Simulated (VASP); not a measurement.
A run of VASP 6.6.1:

File INCAR:

```
ALGO = Normal
EDIFF = 1E-6
ENCUT = 520
GGA = PS
ISIF = 2
ISMEAR = -1
LASPH = True
LCHARG = False
LREAL = False
LWAVE = False
NBANDS = 12
NELM = 80
PREC = Accurate
SIGMA = 0.05
```

The input KPOINTS:

```
k-points
0
Gamma
  9 9 14
```

The input POSCAR:

```
Be
1.0
    3.7468140000     -0.0187340700     -0.0187340700
   -0.0187340700      3.7468140000     -0.0187340700
   -0.0114064000     -0.0114064000      2.2812800000
Be
4
Direct
    0.2974080000      0.2974080000      0.0000000000
    0.7025920000      0.7025920000      0.0000000000
    0.2025920000      0.7974080000      0.5000000000
    0.7974080000      0.2025920000      0.5000000000
```

Potentials or basis: VASP PAW PBE potentials, release 64 (Be).

The run is started by

```bash
$ cat potpaw_PBE.64/Be/POTCAR > POTCAR
$ mpirun -np 1 vasp_std > vasp.out
```

Hardware: 1 thread of Intel(R) Xeon(R) 6975P-C (Granite Rapids), with other jobs on the host.

Problem. How long does it take, and how much memory?

Solution. Wall time 28 s on 1 thread of Intel(R) Xeon(R) 6975P-C (Granite Rapids) (shared host), peak memory 0.2 GiB. Counts: scf iterations 10, k points 320.
